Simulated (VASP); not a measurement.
Runs of VASP 6.6.1 on SrO. The structure is that of space group Fm-3m (No. 225), or close to it. The cells are those of the table. 

| level | cell | gap on the mesh (eV) | pressure (GPa) |
| --- | --- | --- | --- |
| PBE | a = 3.646 Å, angles 60.0°, 2 atoms | 3.27 | 2.5 |
| PBEsol | a = 3.673 Å, angles 60.0°, 2 atoms | 3.18 | (d) |
| PBE | a = 3.655, b = 3.655, c = 3.673 Å, angles 59.8, 59.8, 60.3°, 2 atoms | 3.23 | (b) |
| PBE | a = 3.722 Å, angles 60.0°, 2 atoms | 3.29 | -2.6 |
| PBE | a = 3.662 Å, angles 60.0°, 2 atoms | 3.28 | 1.3 |
| PBE | a = 3.698 Å, angles 60.0°, 2 atoms | 3.29 | -1.1 |
| PBE | a = 3.605 Å, angles 60.0°, 2 atoms | (c) | 6.1 |
| PBE | a = 3.757 Å, angles 60.0°, 2 atoms | 3.30 | (a) |

Alike in all rows: task single point; potentials or basis VASP PAW PBE potentials, release 64 (Sr_sv, O); no spin polarisation; k mesh 12 × 12 × 12; cutoff (eV) 520; smearing gaussian 0.05 eV.

Estimate the missing entries.

(a) -4.5; (b) 1.4; (c) 3.25; (d) -3.1.

Caveats: the PAW data sets were made with another functional, which shifts forces and pressure a little (some runs).

A k mesh can miss the band edges, and the runs leave out spin-orbit coupling on Sr.
